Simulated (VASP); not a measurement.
# AlNi in VASP: single point with PBE

Aim: the single point of AlNi with PBE.

Everything below comes from runs of VASP 6.6.1. Logs are shortened: lines on timing, memory, paths and dates and some standing lists are left out, and cuts for length are marked.

## (1) The cell of the first run

The typed cell holds 2 atoms: a = 2.731 Å, b = 2.731 Å, c = 4.210 Å, α = 108.93°, β = 108.93°, γ = 60.01°.

## (2) Single point, PBE

The input, INCAR:

```
ALGO     = Fast           # electronic algorithm
EDIFF    = 1E-7           # SCF threshold, eV
ENCUT    = 520            # plane-wave cutoff, eV
GGA      = PE             # functional
ISIF     = 2              # what is computed and relaxed
ISMEAR   = 0              # smearing method
LASPH    = T              # aspherical terms in the spheres
LCHARG   = T              # write CHGCAR
LELF     = T              # ELF
LREAL    = F              # projectors in reciprocal space
LVHAR    = T            
LWAVE    = F              # write WAVECAR
NBANDS   = 14             # bands
NELM     = 60             # most SCF steps
PREC     = Accurate       # precision mode
SIGMA    = 0.15           # smearing width, eV
```

The input, KPOINTS:

```
k-points
0
Gamma
  15 15 14
```

The input, POSCAR:

```
AlNi
1.0
    2.3643713974     -1.3656354797     -0.0547842332
    2.3644571735      1.3657800445     -0.0545975774
   -1.4863056399      0.0002296603      3.9387416326
Al Ni
1 1
Direct
    0.0000076258     -0.0000080183      0.0000004887
    0.4999923742      0.5000080183      0.4999995113
```

Potentials or basis: VASP PAW PBE potentials, release 64 (Al, Ni).

Launch:

```bash
$ cat potpaw_PBE.64/Al/POTCAR potpaw_PBE.64/Ni/POTCAR > POTCAR
$ mpirun -np 1 vasp_std > vasp.out
```

OUTCAR:

```text
EDIFF = 1E-7
   ENCUT = 520
   GGA = PE
   ISIF = 2
   ISMEAR = 0
   LASPH = T
   LREAL = F
   NELM = 60
   PREC = Accurate

 ion  position               nearest neighbor table
   1  0.000  1.000  0.000-   2 2.51   2 2.51   2 2.51   2 2.51   2 2.51   2 2.51
   2  0.500  0.500  0.500-   1 2.51   1 2.51   1 2.51   1 2.51   1 2.51   1 2.51

  LATTYP: Found a triclinic cell.
 ALAT       =     2.7314155319
 B/A-ratio  =     0.9998902809
 C/A-ratio  =     1.5411669665
 COS(alpha) =     0.0000652186
 COS(beta)  =     0.3242881508
 COS(gamma) =     0.5001071504

  Lattice vectors:

 A1 = (   0.0000857761,   2.7314155242,   0.0001866558)
 A2 = (   2.3644571735,   1.3657800445,  -0.0545975774)
 A3 = (  -0.8780657575,   1.3654058194,  -3.8839573994)

Analysis of symmetry for initial positions (statically):
=====================================================================
 Subroutine PRICEL returns:
 Original cell was already a primitive cell.

 Routine SETGRP: Setting up the symmetry group for a
 triclinic supercell.

 Subroutine GETGRP returns: Found  1 space group operations
 (whereof  1 operations were pure point group operations)
 out of a pool of  2 trial point group operations.

The static configuration has the point symmetry C_1 .

Analysis of symmetry for dynamics (positions and initial velocities):
=====================================================================
 Subroutine PRICEL returns:
 Original cell was already a primitive cell.

 Routine SETGRP: Setting up the symmetry group for a
 triclinic supercell.

 Subroutine GETGRP returns: Found  1 space group operations
 (whereof  1 operations were pure point group operations)
 out of a pool of  2 trial point group operations.

The dynamic configuration has the point symmetry C_1 .

 Subroutine INISYM returns: Found  1 space group operations
 (whereof  1 operations are pure point group operations),
 and found     1 'primitive' translations

----------------------------------------------------------------------------------------

                                     Primitive cell

  volume of cell :      25.2151

  direct lattice vectors                    reciprocal lattice vectors
     2.364371397 -1.365635480 -0.054784233     0.213342722 -0.366122738  0.080527388
     2.364457173  1.365780044 -0.054597577     0.213319144  0.366098337  0.080475796
    -1.486305640  0.000229660  3.938741633     0.005924361 -0.000017689  0.256123785

  length of vectors
     2.730973028  2.731115844  4.209844434     0.431330079  0.431288075  0.256192294

  position of ions in fractional coordinates (direct lattice)
     0.000007626  0.999991982  0.000000489
     0.499992374  0.500008018  0.499999511

  ion indices of the primitive-cell ions
   primitive index   ion index
                 1           1
                 2           2

----------------------------------------------------------------------------------------

 KPOINTS: k-points

Automatic generation of k-mesh.
 Grid dimensions read from file:
 generate k-points for:   15   15   14

 Generating k-lattice:

  Cartesian coordinates                     Fractional coordinates (reciprocal lattice)
     0.014222848 -0.024408183  0.005368493     0.066666667  0.000000000  0.000000000
     0.014221276  0.024406556  0.005365053     0.000000000  0.066666667 -0.000000000
     0.000423169 -0.000001263  0.018294556     0.000000000  0.000000000  0.071428571

  Length of vectors
     0.028755339  0.028752538  0.018299450

  Shift w.r.t. Gamma in fractional coordinates (k-lattice)
     0.000000000  0.000000000  0.000000000

 Subroutine IBZKPT returns following result:
 ===========================================

 Found   1576 irreducible k-points:

 Following reciprocal coordinates:
            Coordinates               Weight
  0.000000  0.000000  0.000000      1.000000
  0.066667  0.000000  0.000000      2.000000
  0.133333 -0.000000  0.000000      2.000000
  0.200000 -0.000000 -0.000000      2.000000
  0.266667 -0.000000  0.000000      2.000000
  0.333333 -0.000000  0.000000      2.000000
[... 16 lines left out ...]
 -0.066667  0.066667  0.000000      2.000000
 -0.000000  0.133333 -0.000000      2.000000
 [... further k-points ...]
   k-points           NKPTS =   1576   k-points in BZ     NKDIM =   1576   number of bands    NBANDS=     14
   number of dos      NEDOS =    301   number of ions     NIONS =      2
   total plane-waves  NPLWV =  12800
   dimension x,y,z NGX =    20 NGY =   20 NGZ =   32
   dimension x,y,z NGXF=    40 NGYF=   40 NGZF=   64
   ions per type =               1   1
   NGX,Y,Z   is equivalent  to a cutoff of  12.17, 12.17, 12.64 a.u.
   NGXF,Y,Z  is equivalent  to a cutoff of  24.35, 24.35, 25.27 a.u.
 SYSTEM =  unknown system
   PREC   = accura    normal or accurate (medium, high low for compatibility)
   ISTART =      0    job   : 0-new  1-cont  2-samecut
   ICHARG =      2    charge: 1-file 2-atom 10-const
   ISPIN  =      1    spin polarized calculation?
   LNONCOLLINEAR =      F non collinear calculations
   LSORBIT =      F    spin-orbit coupling
   LASPH  =      T    aspherical Exc in radial PAW
   ENCUT  =  520.0 eV  38.22 Ry    6.18 a.u.   5.08  5.08  7.83*2*pi/ulx,y,z
   NELM   =     60;   NELMIN=  2; NELMDL= -5     # of ELM steps
   EDIFF  = 0.1E-06   stopping-criterion for ELM
   LREAL  =      F    real-space projection
   EDIFFG = 0.1E-05   stopping-criterion for IOM
   NSW    =      0    number of steps for IOM
   IBRION =     -1    ionic relax: 0-MD 1-quasi-New 2-CG
   NFREE  =      0    steps in history (QN), initial steepest desc. (CG)
   ISIF   =      2    stress and relaxation
   ISYM   =      2    0-nonsym 1-usesym 2-fastsym
   POTIM  = 0.5000    time-step for ionic-motion
   TEBEG  =    0.0;   TEEND  =   0.0 temperature during run
   PSTRESS=    0.0 pullay stress
   NELECT =      13.0000    total number of electrons
   NUPDOWN=      -1.0000    fix difference up-down
   EMIN   =  10.00;   EMAX   =-10.00  energy-range for DOS
   EFERMI =   0.00;   METHOD = LEGACY
   ISMEAR =     0;   SIGMA  =   0.15  broadening in eV -4-tet -1-fermi 0-gaus
   EFERMI_NEDOS =   21; number of points for ismear=-14 and -15
   IALGO  =     68    algorithm
   IMIX   =      4    mixing-type and parameters
     AMIX     =   0.40;   BMIX     =  1.00
     AMIX_MAG =   1.60;   BMIX_MAG =  1.00
  volume/ion in A,a.u.               =      12.61        85.08
  Fermi-wavevector in a.u.,A,eV,Ry     =   1.312710  2.480662 23.445663  1.723208
  Thomas-Fermi vector in A             =   2.443083
   LORBIT       =      0    0 simple, 1 ext, 2 COOP (PROOUT), +10 PAW based schemes
   GGA     = PE    functional components
   LHFCALC =     F    Hartree Fock is set to
   AEXX    =    0.0000 exact exchange contribution
   IVDW    =     0    specifies the selected vdW correction
   LEPSILON=     F    determine dielectric tensor
   LRPA    =     F    only Hartree local field effects (RPA)
 non-spin polarized calculation
 RMM-DIIS sequential band-by-band and
 Gauss-broadening in eV      SIGMA  =   0.15
  energy-cutoff  :      520.00
  volume of cell :       25.22
 maximum number of plane-waves:       695
   NGX = 11   NGY = 11   NGZ = 15

 number of electron      12.9999994 magnetization

 Free energy of the ion-electron system (eV)
  ---------------------------------------------------
  ext. energy  EPLUGINS =         0.00000000
  ---------------------------------------------------
  free energy    TOTEN  =       -10.05598382 eV

  energy without entropy =      -10.04626889  energy(sigma->0) =      -10.05112636

 E-fermi :   9.1696     XC(G=0): -11.7921

 val. band max:        9.1644920990   @ k =  -0.1333   0.2667   0.2143
 cond. band min:       9.1731121667   @ k =   0.4667  -0.4000   0.2857
 fundamental gap:      0.0086200677
 Fermi energy:         9.1695956710

 k-point     1 :       0.0000    0.0000    0.0000
  band No.  band energies     occupation
      1      -1.5894      2.00000
      2       5.6316      2.00000
      3       7.4852      2.00000
      4       7.5171      2.00000
      5       7.5182      2.00000
      6       7.8873      2.00000
      7       7.8877      2.00000
      8      11.8354      0.00000
      9      23.5053      0.00000
     10      23.5112      0.00000
     11      23.6962      0.00000
     12      23.7006      0.00000
     13      26.2814      0.00000
     14      28.4566      0.00000

 k-point     2 :       0.0667    0.0000    0.0000
  band No.  band energies     occupation
      1      -1.4656      2.00000
      2       5.6878      2.00000
      3       7.1729      2.00000
      4       7.5018      2.00000
      5       7.5621      2.00000
      6       7.8741      2.00000
      7       8.2531      2.00000
      8      11.9199      0.00000
      9      21.3780      0.00000
     10      22.3798      0.00000
     11      23.8838      0.00000
     12      25.0171      0.00000
     13      26.1982      0.00000
     14      27.4753      0.00000

 k-point     3 :       0.1333   -0.0000    0.0000
  band No.  band energies     occupation
      1      -1.0962      2.00000
      2       5.8351      2.00000
      3       6.8407      2.00000
      4       7.3948      2.00000
      5       7.6842      2.00000
      6       7.8421      2.00000
      7       8.8062      1.99939
      8      12.1862      0.00000
      9      18.8017      0.00000
     10      21.3699      0.00000
     11      23.0327      0.00000
     12      23.9842      0.00000
     13      25.6533      0.00000
     14      26.8679      0.00000
[... 324 lines left out ...]
 k-point    23 :      -0.0667    0.0667    0.0000
  band No.  band energies     occupation
      1      -1.2331      2.00000
      2       5.8370      2.00000
      3       6.9150      2.00000
      4       7.4281      2.00000
      5       7.6487      2.00000
      6       7.8491      2.00000
      7       8.7078      1.99999
      8      11.9790      0.00000
      9      19.9205      0.00000
     10      20.6926      0.00000
     11      24.3308      0.00000
     12      24.8051      0.00000
     13      25.1911      0.00000
     14      25.8182      0.00000

 k-point    24 :      -0.0000    0.1333   -0.0000
  band No.  band energies     occupation
      1      -1.0963      2.00000
      2       5.8352      2.00000
      3       6.8406      2.00000
      4       7.3946      2.00000
      5       7.6844      2.00000
      6       7.8423      2.00000
      7       8.8062      1.99939
      8      12.1859      0.00000
      9      18.7989      0.00000
     10      21.3722      0.00000
     11      23.0335      0.00000
     12      23.9858      0.00000
     13      25.6541      0.00000
     14      26.8690      0.00000

 [... further k-points ...]
[... 5 lines left out ...]
  --------------------------------------------------------------------------------------
  -------------------------------------------------------------------------------------
  Total        0.0301629      0.0325498     -0.0033968      0.0000777     -0.0011320      0.0006456
  in kB        1.9165583      2.0682208     -0.2158335      0.0049374     -0.0719265      0.0410234
  external PRESSURE =       1.2563152 kB  Pullay stress =       0.0000000 kB

 VOLUME and BASIS-vectors are now :
 -----------------------------------------------------------------------------
  energy-cutoff  :      520.00
  volume of cell :       25.22
      direct lattice vectors                 reciprocal lattice vectors
     2.364371397 -1.365635480 -0.054784233     0.213342722 -0.366122738  0.080527388
     2.364457173  1.365780044 -0.054597577     0.213319144  0.366098337  0.080475796
    -1.486305640  0.000229660  3.938741633     0.005924361 -0.000017689  0.256123785

 POSITION                                       TOTAL-FORCE (eV/Angst)
 -----------------------------------------------------------------------------------
      2.36446      1.36576     -0.05460         0.000008      0.000106     -0.000030
      1.62126      0.00021      1.91468        -0.000008     -0.000106      0.000030
 -----------------------------------------------------------------------------------
    total drift:                                0.000000      0.000001     -0.000000

  FREE ENERGIE OF THE ION-ELECTRON SYSTEM (eV)
  ---------------------------------------------------
  free  energy   TOTEN  =       -10.0559838219 eV

  energy  without entropy=      -10.0462688943  energy(sigma->0) =      -10.05112636
```

Wall time 8.8 min (1 thread of Intel Xeon Platinum 8259CL at 2.50GHz (Skylake/Cascade Lake), shared host); peak memory 0.63 GiB.

Results:

| Quantity | Value |
| --- | --- |
| Free energy | -10.0560 eV |
| Pressure | 0.1 GPa |

Stress tensor (GPa, compression positive):
```
 0.19  0.00  0.00
 0.00  0.21 -0.01
 0.00 -0.01 -0.02
```

Caveat: the cell differs from its parent crystal (cell sheared at random, sigma 0.01, atoms nudged by 0.01 Å, then relaxed in part).
